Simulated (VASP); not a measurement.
# HfO2 in VASP: further runs

Runs on HfO2. Level: PBEsol. Tasks: single point.

Everything below comes from runs of VASP 6.6.1. Logs are shortened: lines on timing, memory, paths and dates and some standing lists are left out, and cuts for length are marked.

**1. The cell of the first run**

The cell holds a slab with vacuum, 6 atoms: a = 3.567 Å, b = 3.567 Å, c = 18.369 Å, α = 90.00°, β = 90.00°, γ = 120.00°.

**2. Single point, PBEsol**

File INCAR:

```
SYSTEM = HfO2
PREC = Accurate
ENCUT = 520
EDIFF = 1E-6
ISMEAR = 0
SIGMA = 0.05
LREAL = .False.
LASPH = .True.
NELM = 120
ALGO = Normal
ISIF = 2
LWAVE = .False.
LCHARG = .False.
LDIPOL = .True.
IDIPOL = 3
DIPOL = 0.5 0.5 0.498
GGA = PS
NBANDS = 31
GGA_COMPAT = .False.
NELMDL = -8
```

File KPOINTS:

```
regular mesh
0
Gamma
  9 9 1
  0 0 0
```

File POSCAR:

```
HfO2
1.0
    3.5670651986      0.0000000000      0.0000000000
   -1.7835325993      3.0891690789      0.0000000000
    0.0000000000      0.0000000000     18.3687448079
O Hf
4 2
Direct
    0.0000000000      0.0000000000      0.3810821084
    0.3333333333      0.6666666667      0.4603607028
    0.6666666667      0.3333333333      0.5338809759
    0.0000000000      0.0000000000      0.6159589481
    0.6666666667      0.3333333333      0.4207214056
    0.3333333333      0.6666666667      0.5737373306
```

Potentials or basis: VASP PAW PBE potentials, release 64 (O, Hf_pv).

On the command line:

```
> cat potpaw_PBE.64/O/POTCAR potpaw_PBE.64/Hf_pv/POTCAR > POTCAR
> mpirun -np 1 vasp_std > vasp.out
```

OUTCAR:

```text
SYSTEM = HfO2
   PREC = Accurate
   ENCUT = 520
   EDIFF = 1E-6
   ISMEAR = 0
   LREAL = .False.
   LASPH = .True.
   NELM = 120
   ISIF = 2
   GGA = PS
   NELMDL = -8

 ion  position               nearest neighbor table
   1  0.000  0.000  0.381-   5 2.18   5 2.18   5 2.18
   2  0.333  0.667  0.460-   6 2.08   5 2.18   5 2.18   5 2.18
   3  0.667  0.333  0.534-   5 2.08   6 2.19   6 2.19   6 2.19
   4  0.000  0.000  0.616-   6 2.20   6 2.20   6 2.20
   5  0.667  0.333  0.421-   3 2.08   2 2.18   1 2.18   2 2.18   1 2.18   1 2.18   2 2.18   6 3.48
                             6 3.48   6 3.48
   6  0.333  0.667  0.574-   2 2.08   3 2.19   3 2.19   3 2.19   4 2.20   4 2.20   4 2.20   5 3.48
                             5 3.48   5 3.48

  LATTYP: Found a hexagonal cell.
 ALAT       =     3.5670651986
 C/A-ratio  =     5.1495399678

  Lattice vectors:

 A1 = (   3.5670651986,   0.0000000000,   0.0000000000)
 A2 = (  -1.7835325993,   3.0891690789,   0.0000000000)
 A3 = (   0.0000000000,   0.0000000000,  18.3687448079)

Analysis of symmetry for initial positions (statically):
=====================================================================
 Subroutine PRICEL returns:
 Original cell was already a primitive cell.

 Routine SETGRP: Setting up the symmetry group for a
 hexagonal supercell.

 Subroutine GETGRP returns: Found  6 space group operations
 (whereof  6 operations were pure point group operations)
 out of a pool of 24 trial point group operations.

The static configuration has the point symmetry C_3v.

Analysis of symmetry for dynamics (positions and initial velocities):
=====================================================================
 Subroutine PRICEL returns:
 Original cell was already a primitive cell.

 Routine SETGRP: Setting up the symmetry group for a
 hexagonal supercell.

 Subroutine GETGRP returns: Found  6 space group operations
 (whereof  6 operations were pure point group operations)
 out of a pool of 24 trial point group operations.

The dynamic configuration has the point symmetry C_3v.

 Subroutine INISYM returns: Found  6 space group operations
 (whereof  6 operations are pure point group operations),
 and found     1 'primitive' translations

----------------------------------------------------------------------------------------

                                     Primitive cell

  volume of cell :     202.4101

  direct lattice vectors                    reciprocal lattice vectors
     3.567065199  0.000000000  0.000000000     0.280342507  0.161855822  0.000000000
    -1.783532599  3.089169079  0.000000000     0.000000000  0.323711644  0.000000000
     0.000000000  0.000000000 18.368744808     0.000000000  0.000000000  0.054440301

  length of vectors
     3.567065199  3.567065199 18.368744808     0.323711644  0.323711644  0.054440301

  position of ions in fractional coordinates (direct lattice)
     0.000000000  0.000000000  0.381082108
     0.333333333  0.666666667  0.460360703
     0.666666667  0.333333333  0.533880976
     0.000000000  0.000000000  0.615958948
     0.666666667  0.333333333  0.420721406
     0.333333333  0.666666667  0.573737331

  ion indices of the primitive-cell ions
   primitive index   ion index
                 1           1
                 2           2
                 3           3
                 4           4
                 5           5
                 6           6

----------------------------------------------------------------------------------------

 KPOINTS: regular mesh

Automatic generation of k-mesh.
 Grid dimensions read from file:
 generate k-points for:    9    9    1

 Generating k-lattice:

  Cartesian coordinates                     Fractional coordinates (reciprocal lattice)
     0.031149167  0.017983980  0.000000000     0.111111111  0.000000000  0.000000000
     0.000000000  0.035967960  0.000000000     0.000000000  0.111111111  0.000000000
     0.000000000  0.000000000  0.054440301     0.000000000  0.000000000  1.000000000

  Length of vectors
     0.035967960  0.035967960  0.054440301

  Shift w.r.t. Gamma in fractional coordinates (k-lattice)
     0.000000000  0.000000000  0.000000000

 Subroutine IBZKPT returns following result:
 ===========================================

 Found     12 irreducible k-points:

 Following reciprocal coordinates:
            Coordinates               Weight
  0.000000  0.000000  0.000000      1.000000
  0.111111 -0.000000  0.000000      6.000000
  0.222222 -0.000000  0.000000      6.000000
  0.333333 -0.000000  0.000000      6.000000
  0.444444 -0.000000  0.000000      6.000000
  0.111111  0.111111  0.000000      6.000000
  0.222222  0.111111  0.000000     12.000000
  0.333333  0.111111  0.000000     12.000000
  0.444444  0.111111  0.000000      6.000000
  0.222222  0.222222  0.000000      6.000000
  0.333333  0.222222  0.000000     12.000000
  0.333333  0.333333  0.000000      2.000000
   k-points           NKPTS =     12   k-points in BZ     NKDIM =     12   number of bands    NBANDS=     31
   number of dos      NEDOS =    301   number of ions     NIONS =      6
   total plane-waves  NPLWV = 109760
   dimension x,y,z NGX =    28 NGY =   28 NGZ =  140
   dimension x,y,z NGXF=    56 NGYF=   56 NGZF=  280
   ions per type =               4   2
   NGX,Y,Z   is equivalent  to a cutoff of  13.05, 13.05, 12.67 a.u.
   NGXF,Y,Z  is equivalent  to a cutoff of  26.10, 26.10, 25.34 a.u.
 SYSTEM =  HfO2
   PREC   = accura    normal or accurate (medium, high low for compatibility)
   ISTART =      0    job   : 0-new  1-cont  2-samecut
   ICHARG =      2    charge: 1-file 2-atom 10-const
   ISPIN  =      1    spin polarized calculation?
   LNONCOLLINEAR =      F non collinear calculations
   LSORBIT =      F    spin-orbit coupling
   LASPH  =      T    aspherical Exc in radial PAW
   ENCUT  =  520.0 eV  38.22 Ry    6.18 a.u.   6.63  6.63 34.15*2*pi/ulx,y,z
   NELM   =    120;   NELMIN=  2; NELMDL= -8     # of ELM steps
   EDIFF  = 0.1E-05   stopping-criterion for ELM
   LREAL  =      F    real-space projection
   EDIFFG = 0.1E-04   stopping-criterion for IOM
   NSW    =      0    number of steps for IOM
   IBRION =     -1    ionic relax: 0-MD 1-quasi-New 2-CG
   NFREE  =      0    steps in history (QN), initial steepest desc. (CG)
   ISIF   =      2    stress and relaxation
   ISYM   =      2    0-nonsym 1-usesym 2-fastsym
   POTIM  = 0.5000    time-step for ionic-motion
   TEBEG  =    0.0;   TEEND  =   0.0 temperature during run
   PSTRESS=    0.0 pullay stress
   NELECT =      44.0000    total number of electrons
   NUPDOWN=      -1.0000    fix difference up-down
   EMIN   =  10.00;   EMAX   =-10.00  energy-range for DOS
   EFERMI =   0.00;   METHOD = LEGACY
   ISMEAR =     0;   SIGMA  =   0.05  broadening in eV -4-tet -1-fermi 0-gaus
   EFERMI_NEDOS =   21; number of points for ismear=-14 and -15
   IALGO  =     38    algorithm
   IMIX   =      4    mixing-type and parameters
     AMIX     =   0.40;   BMIX     =  1.00
     AMIX_MAG =   1.60;   BMIX_MAG =  1.00
  volume/ion in A,a.u.               =      33.74       227.66
  Fermi-wavevector in a.u.,A,eV,Ry     =   0.984347  1.860147 13.183222  0.968939
  Thomas-Fermi vector in A             =   2.115573
   LORBIT       =      0    0 simple, 1 ext, 2 COOP (PROOUT), +10 PAW based schemes
   GGA     = PS    functional components
   LHFCALC =     F    Hartree Fock is set to
   AEXX    =    0.0000 exact exchange contribution
   IVDW    =     0    specifies the selected vdW correction
   LEPSILON=     F    determine dielectric tensor
   LRPA    =     F    only Hartree local field effects (RPA)
 non-spin polarized calculation
 Gauss-broadening in eV      SIGMA  =   0.05
  energy-cutoff  :      520.00
  volume of cell :      202.41
 maximum number of plane-waves:      5529
 NGX is ok and might be reduce to    28
   NGX = 13   NGY = 13   NGZ = 69

 dipolmoment           0.000000      0.000000     -0.000004 electrons x Angstroem

 number of electron      43.9999998 magnetization

 dipolmoment           0.000000      0.000000      0.019523 electrons x Angstroem

 Free energy of the ion-electron system (eV)
  ---------------------------------------------------
  ext. energy  EPLUGINS =         0.00000000
  ---------------------------------------------------
  free energy    TOTEN  =       -61.81005652 eV

  energy without entropy =      -61.81005652  energy(sigma->0) =      -61.81005652

 E-fermi :  -3.0560     XC(G=0):  -4.6243

 val. band max:       -3.3610348163   @ k =   0.3333   0.1111   0.0000
 cond. band min:       1.0842563994   @ k =   0.0000   0.0000   0.0000
 fundamental gap:      4.4452912157
 Fermi energy:        -3.0560079975

 k-point     1 :       0.0000    0.0000    0.0000
  band No.  band energies     occupation
      1     -33.1368      2.00000
      2     -32.8223      2.00000
      3     -32.6393      2.00000
      4     -32.6393      2.00000
      5     -32.6009      2.00000
      6     -32.6009      2.00000
[... 23 lines left out ...]
     30       3.8779      0.00000
     31       4.5306      0.00000

 k-point     2 :       0.1111   -0.0000    0.0000
  band No.  band energies     occupation
      1     -33.1255      2.00000
      2     -32.8319      2.00000
      3     -32.6750      2.00000
      4     -32.6482      2.00000
      5     -32.6426      2.00000
      6     -32.6073      2.00000
[... 23 lines left out ...]
     30       3.9338      0.00000
     31       4.6138      0.00000

 k-point     3 :       0.2222   -0.0000    0.0000
  band No.  band energies     occupation
      1     -33.0989      2.00000
      2     -32.8760      2.00000
      3     -32.7536      2.00000
      4     -32.7328      2.00000
      5     -32.6704      2.00000
      6     -32.6239      2.00000
[... 23 lines left out ...]
     30       4.1945      0.00000
     31       4.7292      0.00000

 k-point     4 :       0.3333   -0.0000    0.0000
  band No.  band energies     occupation
      1     -33.0808      2.00000
      2     -32.9629      2.00000
      3     -32.8343      2.00000
      4     -32.7860      2.00000
      5     -32.6951      2.00000
      6     -32.6430      2.00000
[... 23 lines left out ...]
     30       4.8589      0.00000
     31       5.0098      0.00000

 k-point     5 :       0.4444   -0.0000    0.0000
  band No.  band energies     occupation
      1     -33.0894      2.00000
      2     -33.0299      2.00000
      3     -32.8523      2.00000
      4     -32.8200      2.00000
      5     -32.7111      2.00000
      6     -32.6556      2.00000
[... 23 lines left out ...]
     30       4.5576      0.00000
     31       5.4716      0.00000

 k-point     6 :       0.1111    0.1111    0.0000
  band No.  band energies     occupation
      1     -33.1061      2.00000
      2     -32.8580      2.00000
      3     -32.7214      2.00000
      4     -32.7176      2.00000
      5     -32.6600      2.00000
      6     -32.6255      2.00000
[... 23 lines left out ...]
     30       4.0816      0.00000
     31       4.7463      0.00000

 k-point     7 :       0.2222    0.1111    0.0000
  band No.  band energies     occupation
      1     -33.0808      2.00000
      2     -32.9228      2.00000
      3     -32.8087      2.00000
      4     -32.7669      2.00000
      5     -32.6919      2.00000
      6     -32.6532      2.00000
[... 23 lines left out ...]
     30       4.6166      0.00000
     31       4.7305      0.00000

 k-point     8 :       0.3333    0.1111    0.0000
  band No.  band energies     occupation
      1     -33.0731      2.00000
      2     -32.9968      2.00000
      3     -32.8544      2.00000
      4     -32.8046      2.00000
      5     -32.7211      2.00000
      6     -32.6753      2.00000
[... 23 lines left out ...]
     30       4.7819      0.00000
     31       5.0759      0.00000

 k-point     9 :       0.4444    0.1111    0.0000
  band No.  band energies     occupation
      1     -33.0779      2.00000
      2     -33.0287      2.00000
      3     -32.8437      2.00000
      4     -32.8373      2.00000
      5     -32.7319      2.00000
      6     -32.6838      2.00000
[... 23 lines left out ...]
     30       4.4958      0.00000
     31       5.1443      0.00000

 k-point    10 :       0.2222    0.2222    0.0000
  band No.  band energies     occupation
      1     -33.0606      2.00000
      2     -32.9698      2.00000
      3     -32.8576      2.00000
      4     -32.7902      2.00000
      5     -32.7294      2.00000
      6     -32.7063      2.00000
[... 23 lines left out ...]
     30       4.5790      0.00000
     31       5.0798      0.00000

 k-point    11 :       0.3333    0.2222    0.0000
  band No.  band energies     occupation
      1     -33.0446      2.00000
      2     -32.9999      2.00000
      3     -32.8702      2.00000
      4     -32.8210      2.00000
      5     -32.7610      2.00000
      6     -32.7398      2.00000
[... 23 lines left out ...]
     30       4.5659      0.00000
     31       4.7977      0.00000

 k-point    12 :       0.3333    0.3333    0.0000
  band No.  band energies     occupation
      1     -33.0102      2.00000
      2     -33.0002      2.00000
      3     -32.8897      2.00000
      4     -32.8222      2.00000
      5     -32.7818      2.00000
      6     -32.7770      2.00000
[... 23 lines left out ...]
     30       4.5433      0.00000
     31       4.7577      0.00000

------------------------ aborting loop because EDIFF is reached ----------------------------------------

 vacuum level on the upper side and lower side of the slab       (xc-potential included)         0.004        -0.292

  FORCE on cell =-STRESS in cart. coord.  units (eV):
  Direction    XX          YY          ZZ          XY          YZ          ZX
  --------------------------------------------------------------------------------------
  -------------------------------------------------------------------------------------
  Total       -8.0917008     -8.0917008     -0.5285939      0.0000000      0.0000000      0.0000000
  in kB      -64.0498610    -64.0498610     -4.1840850      0.0000000      0.0000000      0.0000000
  external PRESSURE =     -44.0946023 kB  Pullay stress =       0.0000000 kB

 VOLUME and BASIS-vectors are now :
 -----------------------------------------------------------------------------
  energy-cutoff  :      520.00
  volume of cell :      202.41
      direct lattice vectors                 reciprocal lattice vectors
     3.567065199  0.000000000  0.000000000     0.280342507  0.161855822  0.000000000
    -1.783532599  3.089169079  0.000000000     0.000000000  0.323711644  0.000000000
     0.000000000  0.000000000 18.368744808     0.000000000  0.000000000  0.054440301

 POSITION                                       TOTAL-FORCE (eV/Angst)
 -----------------------------------------------------------------------------------
      0.00000      0.00000      7.00000        -0.000000      0.000000     -0.401338
     -0.00000      2.05945      8.45625        -0.000000      0.000000      0.134413
      1.78353      1.02972      9.80672        -0.000000      0.000000     -0.004500
      0.00000      0.00000     11.31439         0.000000     -0.000000     -0.097254
      1.78353      1.02972      7.72812         0.000000     -0.000000      0.533405
     -0.00000      2.05945     10.53883         0.000000     -0.000000     -0.164726
 -----------------------------------------------------------------------------------
    total drift:                               -0.000000      0.000000     -0.000052

  FREE ENERGIE OF THE ION-ELECTRON SYSTEM (eV)
  ---------------------------------------------------
  free  energy   TOTEN  =       -61.8100565192 eV

  energy  without entropy=      -61.8100565192  energy(sigma->0) =      -61.81005652

 vacuum level on the upper side and lower side of the slab         3.443         3.151
```

It took 5.5 min on 1 thread of Intel Xeon 8259CL, shared host; peak memory 0.34 GiB.

What came out:

- Free energy: -61.8101 eV
- Largest force: 0.533 eV/Å
- Band gap on the k mesh: 4.45 eV (least direct gap 4.69 eV)

Forces in eV/Å, atoms in the order of the input:
```
O    0.000  0.000 -0.401
O    0.000  0.000  0.134
O    0.000  0.000 -0.004
O    0.000  0.000 -0.097
Hf   0.000  0.000  0.533
Hf   0.000  0.000 -0.165
```

Caveat: the PAW data sets were made with another functional, which shifts forces and pressure a little; spin-orbit coupling is left out, which moves the levels of the heavy elements.

(Part 1 of 2 ends here.)
